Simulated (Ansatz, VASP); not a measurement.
**SrO in VASP and in Ansatz**

```
CELL_PARAMETERS angstrom
0.00000 2.57989 2.57989
2.57989 0.00000 2.57989
2.57989 2.57989 0.00000
ATOMIC_POSITIONS crystal
Sr 0.00000 0.00000 0.00000
O 0.50000 0.50000 0.50000
```

Alike in both runs: task single point; functional PBE; dispersion D3(BJ); k mesh 6 × 6 × 6; no spin polarisation.

```csv
,VASP,Ansatz
version,VASP 6.6.1,Ansatz 0.2.0
potentials or method,"VASP PAW PBE potentials, release 64 (Sr_sv, O)",plane waves
plane-wave cutoff (eV),600,420
occupations,"gaussian, width 0.01 eV",fixed
valence electrons in the cell,16,16
```

```tsv
	VASP	Ansatz	Ansatz less VASP
gap on the k mesh at the Fermi level (eV)	3.27	3.32	+0.046
pressure (GPa)	-0.1	-0.5	-0.47
```
